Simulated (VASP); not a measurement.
Here is a VASP 6.6.1 calculation.

Contents of POSCAR:

```
Ru
1.0
    0.0000000000      2.5695347008      2.5695347008
    2.5695347008      0.0000000000      2.5695347008
    2.5695347008      2.5695347008      0.0000000000
Ru
2
Direct
    1.0000000000      1.0000000000      1.0000000000
    0.2500000000      0.2500000000      0.2500000000
```

INCAR.step1

```
SYSTEM = Ru
PREC = Accurate
ENCUT = 550
ISMEAR = 0
SIGMA = 0.05
LREAL = .FALSE.
LASPH = .TRUE.
NELM = 120
NBANDS = 21
GGA = PE
ALGO = Normal
EDIFF = 1E-5
LWAVE = .TRUE.
LCHARG = .FALSE.
GGA_COMPAT = .FALSE.
```

The input INCAR.step2:

```
SYSTEM = Ru
PREC = Accurate
ENCUT = 550
EDIFF = 1E-6
ISMEAR = 0
SIGMA = 0.05
LREAL = .FALSE.
LASPH = .TRUE.
NELM = 120
ALGO = Normal
ISIF = 2
LWAVE = .FALSE.
LCHARG = .FALSE.
METAGGA = R2SCAN
LMIXTAU = .TRUE.
NBANDS = 21
ISTART = 1
GGA_COMPAT = .FALSE.
```

KPOINTS

```
Automatic mesh
0
G
  9 9 9
  0 0 0
```

Potentials or basis: VASP PAW PBE potentials, release 64 (Ru_pv).

Command:

```bash
$ cat potpaw_PBE.64/Ru_pv/POTCAR > POTCAR
$ cp INCAR.step1 INCAR
$ mpirun -np 1 vasp_std > vasp.out
$ cp INCAR.step2 INCAR
$ mpirun -np 1 vasp_std > vasp.out
```

Task: Estimate the pressure.

Result: 42.0 GPa.

Task: What does it give for the band gap on the k mesh?

Result: Zero (bands 14 and 15 overlap by 0.87 eV).

Caveat: the cell stands under pressure; the PAW data sets were made with another functional, which shifts forces and pressure a little.
